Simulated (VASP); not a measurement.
Crystal: KCd2P2.

```xyz
5
Lattice="4.3941 0.0000 0.0000 -2.1971 3.8054 0.0000 0.0000 0.0000 8.5926" Properties=species:S:1:pos:R:3 pbc="T T T"
K     2.1971    1.2685    0.0000
Cd    2.1971    1.2685    4.2963
Cd    0.0000    2.5369    0.0000
P     0.0000    0.0000    6.0624
P     0.0000    0.0000    2.5302
```

The cell was built from a structure type or drawn by symmetry, and may not be a known phase.

```yaml
Program: VASP 6.6.1
Task: relaxation of cell and atoms
Functional: PBE
Potentials_or_basis: VASP PAW PBE potentials, release 64 (K_sv, Cd, P)
Cutoff: 500 eV
k_mesh: 6 × 6 × 2
Occupations: gaussian, width 0.1 eV
Spin: no spin polarisation
```

At the start: pressure 0.4 GPa; volume 28.74 Å³/atom.

Problem. How do energy, volume and symmetry change on relaxing?

Solution. Over 16 steps the energy falls by 643.2 meV/atom and the volume is 27.63 Å³/atom (-3.9 %); space group P-6m2 (No. 187, to 0.1 Å) before and after.

Step by step:
| step | energy change (eV) | largest force (eV/Å) | pressure (GPa) | volume (Å³) |
| --- | --- | --- | --- | --- |
| 1 | 0.0000 | 0.5849 | 0.45 | 143.68 |
| 2 | -1.6787 | 0.8229 | -2.03 | 144.04 |
| 3 | -2.4921 | 1.2926 | -2.76 | 142.58 |
| 4 | -2.8557 | 0.9054 | 0.19 | 134.88 |
| 5 | -2.9574 | 1.4809 | -2.02 | 138.57 |
| 6 | -2.9704 | 1.3338 | -1.77 | 137.89 |
| 7 | -2.9672 | 1.4074 | -1.90 | 138.23 |
| 8 | -3.0787 | 0.3127 | 1.70 | 129.91 |
| 9 | -3.1055 | 0.3723 | 0.33 | 132.30 |
| 10 | -3.1685 | 0.1205 | 0.30 | 133.05 |
| 11 | -3.2064 | 0.0990 | 0.80 | 134.40 |
| 12 | -3.2079 | 0.0903 | 0.71 | 134.25 |
| 13 | -3.2117 | 0.2933 | -0.25 | 138.43 |
| 14 | -3.2136 | 0.1575 | 0.09 | 136.87 |
| 15 | -3.2152 | 0.0470 | -0.05 | 138.80 |
| 16 | -3.2158 | 0.0243 | -0.01 | 138.14 |

Final structure:
```
K Cd P
1.0
     4.95999    0.00000    0.00000
    -2.47999    4.29548    0.00000
     0.00000    0.00000    6.48394
K Cd P
1 2 2
Direct
  0.66667 0.33333 0.00000
  0.66667 0.33333 0.50000
  0.33333 0.66667 0.00000
  0.00000 0.00000 0.67117
  0.00000 0.00000 0.32883
```

Caveat: the k points lie up to 0.48 Å⁻¹ apart in the final cell, too coarse for converged energies and pressures of a metal; a cell axis changed by over 15 % at a fixed basis, so the end point is rough.
